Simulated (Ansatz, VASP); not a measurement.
## Ga2P3 in VASP and in Ansatz

```
Ga P
1.0
     3.59458    0.00000    0.00000
    -1.79729    3.11300    0.00000
     0.00000    0.00000    8.29630
Ga P
2 3
Direct
  0.33333 0.66667 0.16819
  0.66667 0.33333 0.83181
  0.00000 0.00000 0.00000
  0.33333 0.66667 0.57081
  0.66667 0.33333 0.42919
```

Alike in both runs: task relaxation of cell and atoms; functional PBE; k mesh 12 × 12 × 6; occupations gaussian, width 0.1 eV; no spin polarisation.

|  | VASP | Ansatz |
| --- | --- | --- |
| version | VASP 6.6.1 | Ansatz 0.2.0 |
| potentials or method | VASP PAW PBE potentials, release 64 (Ga_d, P), cutoff 600 eV | scalar-relativistic, plane waves, PAW |
| valence electrons in the cell | 41 | 41 |

```csv
,VASP,Ansatz,Ansatz less VASP
"gap on the k mesh at the Fermi level, each at its own relaxed structure (eV)",none,none,-
relaxed volume (Å³/atom),18.47,18.39,-0.084
relaxed length of the cell vector where the two differ most in proportion (Å),8.404,8.374,-0.0298
```

A gap of «none» marks a metal or a gap that the smearing closes.
